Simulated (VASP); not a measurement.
# P in VASP: notebook, part 2 of 2

VASP 6.6.1. Earlier steps stand in the parts before.

## Step 3: Single point, PBE

This run uses another cell than the first one, of 19.90 Å³/atom.

INCAR reads:

```
PREC = Accurate
ENCUT = 520
EDIFF = 1E-6
ISMEAR = 0
SIGMA = 0.1
LREAL = F
LASPH = T
NELM = 100
ALGO = Normal
ISIF = 2
LWAVE = F
LCHARG = F
GGA = PE
NBANDS = 42
```

KPOINTS reads:

```
Automatic mesh
0
Gamma
  4 4 2
```

POSCAR reads:

```
P
1.0
    4.6469999403      2.6715349745      1.5738423431
   -4.6677476396      2.6989179625      1.5877875572
    0.0061715354     -5.3973826815      6.3695330623
P
12
Direct
    0.9716181070      0.7902949100      0.4955052867
    0.4719543752      0.2906327000      0.9954935270
    0.8471413392      0.3269681986      0.1435737804
    0.3470872860      0.8268803005      0.6434360808
    0.0500908445      0.7552652240      0.2361417277
    0.5501272940      0.2552662254      0.7360903550
    0.5282948404      0.7096061307      0.0044635680
    0.0281072868      0.2093996369      0.5045361167
    0.6528506324      0.1732024188      0.3565815704
    0.1529509133      0.6729695467      0.8564036423
    0.4499474728      0.7448369342      0.2638087875
    0.9498296083      0.2446777741      0.7639655574
```

Potentials or basis: VASP PAW PBE potentials, release 64 (P).

Launch:

```bash
cat potpaw_PBE.64/P/POTCAR > POTCAR
mpirun -np 1 vasp_std > vasp.out
```

OUTCAR:

```text
PREC = Accurate
   ENCUT = 520
   EDIFF = 1E-6
   ISMEAR = 0
   LREAL = F
   LASPH = T
   NELM = 100
   ISIF = 2
   GGA = PE

 ion  position               nearest neighbor table
   1  0.972  0.790  0.496-   8 2.25   5 2.25   4 2.26
   2  0.472  0.291  0.995-   7 2.25   6 2.25   3 2.26
   3  0.847  0.327  0.144-   9 2.24   5 2.25   2 2.26
   4  0.347  0.827  0.643-  10 2.24   6 2.25   1 2.26
   5  0.050  0.755  0.236-  11 2.25   3 2.25   1 2.25
   6  0.550  0.255  0.736-  12 2.25   4 2.25   2 2.25
   7  0.528  0.710  0.004-   2 2.25  11 2.25  10 2.26
   8  0.028  0.209  0.505-   1 2.25  12 2.25   9 2.26
   9  0.653  0.173  0.357-   3 2.24  11 2.25   8 2.26
  10  0.153  0.673  0.856-   4 2.24  12 2.25   7 2.26
  11  0.450  0.745  0.264-   5 2.25   9 2.25   7 2.25
  12  0.950  0.245  0.764-   6 2.25  10 2.25   8 2.25

  LATTYP: Found a triclinic cell.
 ALAT       =     5.6207735697
 B/A-ratio  =     1.6572093062
 C/A-ratio  =     1.4853500039
[... 210 lines left out ...]
      2      -8.0750      2.00000
      3      -7.6676      2.00000
      4      -6.4261      2.00000
      5      -5.9301      2.00000
      6      -5.2964      2.00000
[... 889 lines left out ...]
     41       8.8928      0.00000
     42       8.8945      0.00000

------------------------ aborting loop because EDIFF is reached ----------------------------------------

  FORCE on cell =-STRESS in cart. coord.  units (eV):
  Direction    XX          YY          ZZ          XY          YZ          ZX
  --------------------------------------------------------------------------------------
  -------------------------------------------------------------------------------------
  Total       -0.3759227     -0.3401106     -0.4820731      0.0224868      0.0275267      0.0269039
  in kB       -2.5222853     -2.2820010     -3.2345104      0.1508771      0.1846927      0.1805143
  external PRESSURE =      -2.6795989 kB  Pullay stress =       0.0000000 kB

 VOLUME and BASIS-vectors are now :
 -----------------------------------------------------------------------------
  energy-cutoff  :      520.00
  volume of cell :      238.79
      direct lattice vectors                 reciprocal lattice vectors
     4.646999940  2.671534975  1.573842343     0.107880634  0.124549837  0.105435883
    -4.667747640  2.698917962  1.587787557    -0.106835007  0.123914694  0.105105720
     0.006171535 -5.397382681  6.369533062    -0.000024462 -0.061664177  0.104744725

 POSITION                                       TOTAL-FORCE (eV/Angst)
 -----------------------------------------------------------------------------------
      0.82927      2.05422      5.94013        -0.003035      0.049824      0.012995
      0.84272     -3.32782      7.54507        -0.002990      0.040244      0.009297
      2.41135      2.37071      2.76692        -0.043243     -0.021758      0.022774
     -2.24278     -0.31393      5.95756        -0.044498     -0.021774      0.023247
     -3.29116      0.89767      2.78215         0.032468     -0.021229      0.011227
      1.36947     -1.81433      5.95967         0.031165     -0.024025      0.012047
     -0.85725      3.30244      1.98659         0.001410     -0.042688     -0.012145
     -0.84370     -2.08293      3.59038         0.004218     -0.047086     -0.008884
      2.22753      0.28697      3.57375         0.047381      0.022122     -0.028521
     -2.42520     -2.39743      6.76414         0.039827      0.021402     -0.017552
     -1.38418      1.78843      3.57113        -0.034811      0.018996     -0.007218
      3.27648     -0.92555      6.74948        -0.027893      0.025972     -0.017267
 -----------------------------------------------------------------------------------
    total drift:                               -0.000000     -0.000003      0.000000

  FREE ENERGIE OF THE ION-ELECTRON SYSTEM (eV)
  ---------------------------------------------------
  free  energy   TOTEN  =       -64.0675464759 eV

  energy  without entropy=      -64.0675458237  energy(sigma->0) =      -64.06754615
```

stdout:

```text
POSCAR found type information on POSCAR P
 POSCAR found :  1 types and      12 ions
 scaLAPACK will be used
 LDA part: xc-table for (Slater+PW92), standard interpolation
 POSCAR, INCAR and KPOINTS ok, starting setup
 FFT: planning ... GRIDC
 FFT: planning ... GRID_SOFT
 FFT: planning ... GRID
 WAVECAR not read
 entering main loop
```

It took 5.1 min on 1 thread of Intel Xeon 8259CL, shared host; peak memory 0.37 GiB.

What came out:

```yaml
Free_energy: -64.0675 eV
Pressure: -0.3 GPa
Largest_force: 0.060 eV/Å
Band_gap_on_the_k_mesh: 0.60 eV
```

Forces in eV/Å, atoms in the order of the input:
```
P   -0.003  0.050  0.013
P   -0.003  0.040  0.009
P   -0.043 -0.022  0.023
P   -0.044 -0.022  0.023
P    0.032 -0.021  0.011
P    0.031 -0.024  0.012
P    0.001 -0.043 -0.012
P    0.004 -0.047 -0.009
P    0.047  0.022 -0.029
P    0.040  0.021 -0.018
P   -0.035  0.019 -0.007
P   -0.028  0.026 -0.017
```

## Step 4: Relaxation of cell and atoms, PBE

This run uses another cell than the first one: it holds 6 atoms, not 12.

INCAR reads:

```
ALGO = Normal ; EDIFF = 1E-7
EDIFFG = -0.04 ; ENCUT = 600
GGA = PE ; IBRION = 2
ISIF = 3 ; ISMEAR = 0
LASPH = T ; LCHARG = F
LREAL = F ; LWAVE = F
NELM = 80 ; NSW = 90
PREC = Accurate ; SIGMA = 0.1
```

KPOINTS reads:

```
k-points
0
Gamma
  6 6 6
```

POSCAR reads:

```
P
1.0
    5.0242100400      2.9007290200      1.3056490900
   -5.0242100400      2.9007290200      1.3056490900
    0.0000000000     -5.8014580400      1.3056490900
P
6
Direct
    0.2806600000      0.1625099900      0.9181799900
    0.9181799900      0.2806600000      0.1625099900
    0.1625099900      0.9181799900      0.2806600000
    0.7193400000      0.8374900100      0.0818200100
    0.0818200100      0.7193400000      0.8374900100
    0.8374900100      0.0818200100      0.7193400000
```

Launch:

```bash
cat potpaw_PBE.64/P/POTCAR > POTCAR
mpirun -np 1 vasp_std > vasp.out
```

Wall time 56 min (1 thread of Intel Xeon 8259CL, shared host); peak memory 0.37 GiB.

Results (log left out):

| Quantity | Value |
| --- | --- |
| Free energy | -32.0623 eV |
| Relaxed volume | 19.70 Å³/atom |
| Relaxed cell | a = 5.592 Å, b = 5.592 Å, c = 5.592 Å, α = 112.33°, β = 112.33°, γ = 112.33° |
| Space group after relaxing (to 0.1 Å) | R-3 (No. 148) |
| Energy gained by relaxing | 651.0 meV/atom |
| Ionic steps | 27 |
| Pressure after relaxing | 0.0 GPa |
| Largest force after relaxing | 0.032 eV/Å |
| Band gap on the k mesh | 0.57 eV (least direct gap 0.70 eV) |

Forces on the atoms (eV/Å):
```
P    0.008  0.027  0.015
P   -0.028 -0.007  0.015
P    0.020 -0.021  0.015
P   -0.008 -0.027 -0.015
P    0.028  0.007 -0.015
P   -0.020  0.021 -0.015
```

Stress tensor (GPa, compression positive):
```
 0.08  0.00  0.00
 0.00  0.08  0.00
 0.00  0.00 -0.15
```

The path:
```
step  energy change (eV)  largest force (eV/Å)  pressure (GPa)  volume (Å³)
   1              0.0000                1.9531            5.96       114.17
   2             -0.1349                0.6333           -8.25       126.26
   3             -0.3808                0.5014           -2.95       120.38
   4             -0.5933                0.5355           -3.12       116.44
   5             -1.2390                0.5665           -2.62       104.97
   6             -1.2696                0.8424           11.73        83.77
   7             -1.5648                0.6969            0.44        95.28
   8             -1.5907                0.7590            3.14        91.29
   9             -1.7160                0.7890            2.99        90.61
  10             -1.8261                1.0026            4.92        89.70
  11             -2.2240                1.2005            3.26        93.49
  12             -3.4031                0.9274            3.04       105.41
  13             -1.3706                2.2505            3.78       131.81
  14             -3.4299                1.3014            4.06       112.09
  15             -3.4983                1.0427            4.02       109.17
  16             -3.6118                0.6182           -2.73       123.70
  17             -3.6650                0.7007           -0.72       118.27
  18             -3.8174                0.3283           -0.32       118.37
  19             -3.8372                0.2551           -0.07       118.40
  20             -3.8565                0.1659           -0.07       118.24
  21             -3.8723                0.2038           -0.05       117.91
  22             -3.8847                0.1668            0.07       117.76
  23             -3.9033                0.0542            0.46       117.28
  24             -3.9036                0.0430            0.52       117.21
  25             -3.9052                0.0494           -0.04       118.07
  26             -3.9052                0.0482           -0.02       118.04
  27             -3.9058                0.0322            0.01       118.21
```

Final structure:
```cif
data_structure
_symmetry_space_group_name_H-M 'P 1'
_symmetry_Int_Tables_number 1
_cell_length_a 5.5920
_cell_length_b 5.5920
_cell_length_c 5.5920
_cell_angle_alpha 112.335
_cell_angle_beta 112.335
_cell_angle_gamma 112.335
_cell_volume 118.21
loop_
_atom_site_label
_atom_site_type_symbol
_atom_site_fract_x
_atom_site_fract_y
_atom_site_fract_z
_atom_site_occupancy
P1 P 0.46701 0.28442 0.98900 1
P2 P 0.98900 0.46701 0.28442 1
P3 P 0.28442 0.98900 0.46701 1
P4 P 0.53299 0.71558 0.01100 1
P5 P 0.01100 0.53299 0.71558 1
P6 P 0.71558 0.01100 0.53299 1
```

Levels at points of the mesh, in eV from the valence-band top:
| k point | band 11 | band 12 | band 13 | band 14 | band 15 | band 16 | band 17 | band 18 | band 19 |
| --- | --- | --- | --- | --- | --- | --- | --- | --- | --- |
| (0.00, 0.00, 0.00) | -3.61 | -2.60 | -2.40 | -1.12 | -1.12 | 2.05 | 2.05 | 2.26 | 2.74 |
| (0.50, 0.00, 0.00) | -2.38 | -2.17 | -1.74 | -1.13 | -0.65 | 1.34 | 2.31 | 2.39 | 3.34 |
| (0.50, 0.50, 0.00) | -2.86 | -2.84 | -2.31 | -0.93 | -0.69 | 0.62 | 0.77 | 2.11 | 2.92 |
| (0.50, 0.50, 0.50) | -3.59 | -3.17 | -2.52 | 0.00 | 0.00 | 0.70 | 2.13 | 2.13 | 3.19 |

Caveat: this functional lacks dispersion, which holds the molecules together, so the pressure and a relaxed volume are unreliable.

## Step 5: Summary

| task | cell | k mesh | cutoff (eV) | gap on the mesh (eV) | pressure (GPa) | largest force (eV/Å) |
| --- | --- | --- | --- | --- | --- | --- |
| single point | a = 5.609, b = 5.609, c = 8.307 Å, angles 95.5, 95.5, 112.4°, 12 atoms, atomic positions A | 4 × 4 × 2 | 520 | 0.60 | -0.2 | 0.10 |
| single point | a = 5.586, b = 5.621, c = 8.349 Å, angles 95.5, 95.4, 112.4°, 12 atoms, atomic positions B | 4 × 4 × 2 | 520 | 0.60 | -0.3 | 0.06 |
| relaxation of cell and atoms | relaxed from a = 5.947 Å, angles 115.3°, 6 atoms, atomic positions C | 6 × 6 × 6 | 600 | 0.57 | 0.0 | 0.03 |

Alike in all rows: level PBE; potentials or basis VASP PAW PBE potentials, release 64 (P); no spin polarisation; smearing gaussian 0.1 eV.

Caveats: this functional lacks dispersion, which holds the molecules together, so the pressure and a relaxed volume are unreliable (at least some runs).

Total energies depend on the potentials used, so only differences within one code and one set of settings carry meaning.
